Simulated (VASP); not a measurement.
# KMgF3 (Pm-3m) in VASP: a series of runs

The runs below take KMgF3 through elastic constants, with PBEsol.

Everything below comes from runs of VASP 6.6.1. Logs are shortened: lines on timing, memory, paths and dates and some standing lists are left out, and cuts for length are marked.

**1. The cell of the first run**

It takes space group Pm-3m (No. 221, cubic). The conventional cell has a = 3.703 Å, b = 3.703 Å, c = 3.703 Å, α = 90.00°, β = 90.00°, γ = 90.00°. Within 3.5 Å of K (site symmetry m-3m) lie 12 F at 2.62 Å and 8 Mg at 3.21 Å. Mg (site symmetry m-3m) has 6 F at 1.85 Å within 2.5 Å. Within 2.5 Å of F (site symmetry 4/mmm) lie 2 Mg at 1.85 Å.

**2. Elastic constants, PBEsol**

Contents of INCAR:

```
  PREC = Accurate
  ENCUT = 600
  EDIFF = 1E-8
  ISMEAR = 0
  SIGMA = 0.01
  LREAL = F
  LASPH = T
  NELM = 60
  ALGO = Normal
  ISIF = 3
  LWAVE = F
  LCHARG = T
  GGA = PS
  IBRION = 6
  NFREE = 2
  POTIM = 0.015
  NSW = 1
```

Contents of KPOINTS:

```
Automatic mesh
0
Gamma
  6 6 6
```

Contents of POSCAR:

```
KMgF3
1.0
    3.7032807874      0.0000000000      0.0000000000
    0.0000000000      3.7032807874      0.0000000000
    0.0000000000      0.0000000000      3.7032807874
K Mg F
1 1 3
Direct
    0.5000000000      0.5000000000      0.5000000000
    0.0000000000      0.0000000000      0.0000000000
    0.5000000000      0.0000000000      0.0000000000
    0.0000000000      0.5000000000      0.0000000000
    0.0000000000      0.0000000000      0.5000000000
```

Potentials or basis: VASP PAW PBE potentials, release 64 (K_sv, Mg, F).

Run with:

```
$ cat potpaw_PBE.64/K_sv/POTCAR potpaw_PBE.64/Mg/POTCAR potpaw_PBE.64/F/POTCAR > POTCAR
$ mpirun -np 1 vasp_std > vasp.out
```

OUTCAR:

```text
PREC = Accurate
   ENCUT = 600
   EDIFF = 1E-8
   ISMEAR = 0
   LREAL = F
   LASPH = T
   NELM = 60
   ISIF = 3
   GGA = PS
   IBRION = 6
   NFREE = 2
   POTIM = 0.015
   NSW = 1

 ion  position               nearest neighbor table
   1  0.500  0.500  0.500-   3 2.62   4 2.62   5 2.62   3 2.62   4 2.62   3 2.62   5 2.62   3 2.62
                             4 2.62   5 2.62   4 2.62   5 2.62   2 3.21   2 3.21   2 3.21   2 3.21
   2  0.000  0.000  0.000-   3 1.85   4 1.85   5 1.85   5 1.85   4 1.85   3 1.85   1 3.21   1 3.21
                             1 3.21   1 3.21   1 3.21   1 3.21   1 3.21   1 3.21
   3  0.500  0.000  0.000-   2 1.85   2 1.85   1 2.62   1 2.62   1 2.62   1 2.62
   4  0.000  0.500  0.000-   2 1.85   2 1.85   1 2.62   1 2.62   1 2.62   1 2.62
   5  0.000  0.000  0.500-   2 1.85   2 1.85   1 2.62   1 2.62   1 2.62   1 2.62

  LATTYP: Found a simple cubic cell.
 ALAT       =     3.7032807874

  Lattice vectors:

 A1 = (   3.7032807874,   0.0000000000,   0.0000000000)
 A2 = (   0.0000000000,   3.7032807874,   0.0000000000)
 A3 = (   0.0000000000,   0.0000000000,   3.7032807874)

Analysis of symmetry for initial positions (statically):
=====================================================================
 Subroutine PRICEL returns:
 Original cell was already a primitive cell.

 Routine SETGRP: Setting up the symmetry group for a
 simple cubic supercell.

 Subroutine GETGRP returns: Found 48 space group operations
 (whereof 48 operations were pure point group operations)
 out of a pool of 48 trial point group operations.

The static configuration has the point symmetry O_h .

Analysis of symmetry for dynamics (positions and initial velocities):
=====================================================================
 Subroutine PRICEL returns:
 Original cell was already a primitive cell.

 Routine SETGRP: Setting up the symmetry group for a
 simple cubic supercell.
[... 925 lines left out ...]

  FORCE on cell =-STRESS in cart. coord.  units (eV):
  Direction    XX          YY          ZZ          XY          YZ          ZX
  --------------------------------------------------------------------------------------
  -------------------------------------------------------------------------------------
  Total        8.5527627      8.5548509      8.5553724      0.0000000      0.0000000      0.0000000
  in kB      269.8094011    269.8752784    269.8917273      0.0000000      0.0000000      0.0000000
  external PRESSURE =     269.8588023 kB  Pullay stress =       0.0000000 kB
[... 20 lines left out ...]
  FREE ENERGIE OF THE ION-ELECTRON SYSTEM (eV)
  ---------------------------------------------------
  free  energy   TOTEN  =       -24.3810803351 eV

  energy  without entropy=      -24.3810803351  energy(sigma->0) =      -24.38108034

 INTERNAL STRAIN TENSORS FROM STRAINED CELLS
 ============================================

 INTERNAL STRAIN TENSOR FOR ION    1 for displacements in x,y,z  (eV/Angst):
          X           Y           Z          XY          YZ          ZX
  --------------------------------------------------------------------------------
  x     0.00000     0.00000     0.00000     0.00000     0.00000    -0.00000
  y     0.00000     0.00000     0.00000    -0.00000     0.00000     0.00000
  z     0.00000     0.00000     0.00000     0.00000     0.00000     0.00000

 INTERNAL STRAIN TENSORS FROM DISPLACED ATOMS
 ============================================

 INTERNAL STRAIN TENSOR FOR ION    1 for displacements in x,y,z  (eV/Angst):
          X           Y           Z          XY          YZ          ZX
  --------------------------------------------------------------------------------
  x     0.00000     0.00000     0.00000     0.00000     0.00000     0.00000
  y     0.00000     0.00000     0.00000     0.00000     0.00000     0.00000
  z     0.00000     0.00000     0.00000     0.00000     0.00000     0.00000

 INTERNAL STRAIN TENSOR FOR ION    5 for displacements in x,y,z  (eV/Angst):
          X           Y           Z          XY          YZ          ZX
  --------------------------------------------------------------------------------
  x     0.00000     0.00000     0.00000     0.00000     0.00000     0.00000
  y     0.00000     0.00000     0.00000     0.00000     0.00000     0.00000
  z     0.00000     0.00000     0.00000     0.00000     0.00000     0.00000

 Eigenvectors and eigenvalues of the dynamical matrix
 ----------------------------------------------------

   1 f  =   22.289615 THz   140.049783 2PiTHz  743.501532 cm-1    92.182400 meV
             X         Y         Z           dx          dy          dz
      1.851640  1.851640  1.851640    -0.018808    0.000837   -0.000000
      0.000000  0.000000  0.000000     0.596684   -0.026558   -0.000000
      1.851640  0.000000  0.000000    -0.794296   -0.003260   -0.000000
      0.000000  1.851640  0.000000     0.073248    0.035354    0.000000
      0.000000  0.000000  1.851640     0.073248   -0.003260   -0.000000
[... 105 lines left out ...]
  15 f/i=    0.004791 THz     0.030104 2PiTHz    0.159816 cm-1     0.019815 meV
             X         Y         Z           dx          dy          dz
      1.851640  1.851640  1.851640    -0.502572   -0.269066   -0.001056
      0.000000  0.000000  0.000000    -0.396258   -0.212148   -0.000833
      1.851640  0.000000  0.000000    -0.350313   -0.187346   -0.000735
      0.000000  1.851640  0.000000    -0.349932   -0.187550   -0.000735
      0.000000  0.000000  1.851640    -0.349932   -0.187346   -0.000736

--------------------------------------------------------------------------------------------------------

 ELASTIC MODULI CONTR FROM IONIC RELAXATION (kBar)
 Direction    XX          YY          ZZ          XY          YZ          ZX
 --------------------------------------------------------------------------------
 XX           0.0000      0.0000      0.0000      0.0000      0.0000      0.0000
 YY           0.0000      0.0000      0.0000      0.0000      0.0000      0.0000
 ZZ           0.0000      0.0000      0.0000      0.0000      0.0000      0.0000
 XY           0.0000      0.0000      0.0000      0.0000      0.0000      0.0000
 YZ           0.0000      0.0000      0.0000      0.0000      0.0000      0.0000
 ZX           0.0000      0.0000      0.0000      0.0000      0.0000      0.0000
 --------------------------------------------------------------------------------

 TOTAL ELASTIC MODULI (kBar)
 Direction    XX          YY          ZZ          XY          YZ          ZX
 --------------------------------------------------------------------------------
 XX        3252.0706    741.6739    741.6739     -0.0000      0.0000      0.0000
 YY         741.6739   3252.0706    741.6739     -0.0000     -0.0000      0.0000
 ZZ         741.6739    741.6739   3252.0706      0.0000      0.0000      0.0000
 XY          -0.0000     -0.0000      0.0000    701.4037      0.0000      0.0000
 YZ           0.0000     -0.0000      0.0000      0.0000    701.4037      0.0000
 ZX           0.0000      0.0000      0.0000      0.0000      0.0000    701.4037
 --------------------------------------------------------------------------------
```

Run time: 9.3 min. Hardware: 1 thread of Intel Xeon 6975P-C (Granite Rapids), shared host; peak memory 0.34 GiB.

Results:

| Property | Result |
| --- | --- |
| Elastic constants C11, C12, C44 | 325, 74, 70 GPa |
| Voigt bulk modulus | 158 GPa |
| Highest phonon frequency at Γ, LO-TO splitting left out | 744 cm⁻¹ |

Phonon frequencies in cm⁻¹ (negative: imaginary):
```csv
q point,frequencies
"(0.000, 0.000, 0.000)",0 0 0 228 228 228 234 234 234 302 302 302 744 744 744
```

Elastic tensor in Voigt notation (GPa, in the Cartesian axes of the cell as first typed):
```
325  74  74   0   0   0
 74 325  74   0   0   0
 74  74 325   0   0   0
  0   0   0  70   0   0
  0   0   0   0  70   0
  0   0   0   0   0  70
```

Clamped-ion elastic tensor (GPa):
```
325  74  74   0   0   0
 74 325  74   0   0   0
 74  74 325   0   0   0
  0   0   0  70   0   0
  0   0   0   0  70   0
  0   0   0   0   0  70
```

Caveat: the cell is under stress, which shifts elastic constants; the PAW data sets were made with another functional, which shifts forces and pressure a little.

**3. Elastic constants, PBEsol**

This run uses another cell than the first one, of 11.44 Å³/atom.

Contents of INCAR:

```
SYSTEM = KMgF3
ALGO     = Normal         ! electronic algorithm
EDIFF    = 1E-8           ! SCF threshold, eV
ENCUT    = 600            ! plane-wave cutoff, eV
GGA      = PS             ! functional
IBRION   = 6              ! ionic algorithm
ISIF     = 3              ! what is computed and relaxed
ISMEAR   = 0              ! smearing method
LASPH    = .True.         ! aspherical terms in the spheres
LCHARG   = .False.        ! write CHGCAR
LREAL    = .False.        ! projectors in reciprocal space
LWAVE    = .False.        ! write WAVECAR
NELM     = 80             ! most SCF steps
NFREE    = 2            
NSW      = 1              ! ionic steps
POTIM    = 0.015          ! step
PREC     = Accurate       ! precision mode
SIGMA    = 0.01           ! smearing width, eV
```

Contents of KPOINTS:

```
k-points
0
Gamma
  6 6 6
  0 0 0
```

Changes to POSCAR since step 2:

```diff
@@ -2,5 +2,5 @@
 1.0
-    3.7032807874      0.0000000000      0.0000000000
-    0.0000000000      3.7032807874      0.0000000000
-    0.0000000000      0.0000000000      3.7032807874
+    3.8533720875      0.0000000000      0.0000000000
+    0.0000000000      3.8533720875      0.0000000000
+    0.0000000000      0.0000000000      3.8533720875
 K Mg F
```

Potentials or basis: VASP PAW PBE potentials, release 64 (K_sv, Mg, F).

Run with:

```
$ cat potpaw_PBE.64/K_sv/POTCAR potpaw_PBE.64/Mg/POTCAR potpaw_PBE.64/F/POTCAR > POTCAR
$ mpirun -np 1 vasp_std > vasp.out
```

Wall time 6.7 min (1 thread of Intel Xeon 6975P-C (Granite Rapids), shared host); peak memory 0.34 GiB.

Results (log left out):

```yaml
Elastic_constants_C11_C12_C44: 208, 53, 55 GPa
Voigt_bulk_modulus: 105 GPa
Highest_phonon_frequency_at_Γ_LO-TO_splitting_left_out: 588 cm⁻¹
```

Phonon frequencies in cm⁻¹ (negative: imaginary):
| q point | frequencies |
| --- | --- |
| (0.000, 0.000, 0.000) | -1 -1 -1 188 188 188 200 200 200 290 290 290 588 588 588 |

Elastic tensor in Voigt notation (GPa, in the Cartesian axes of the cell as first typed):
```
208  53  53   0   0   0
 53 208  53   0   0   0
 53  53 208   0   0   0
  0   0   0  55   0   0
  0   0   0   0  55   0
  0   0   0   0   0  55
```

Clamped-ion elastic tensor (GPa):
```
208  53  53   0   0   0
 53 208  53   0   0   0
 53  53 208   0   0   0
  0   0   0  55   0   0
  0   0   0   0  55   0
  0   0   0   0   0  55
```

Caveat: the cell is under stress, which shifts elastic constants; the PAW data sets were made with another functional, which shifts forces and pressure a little.
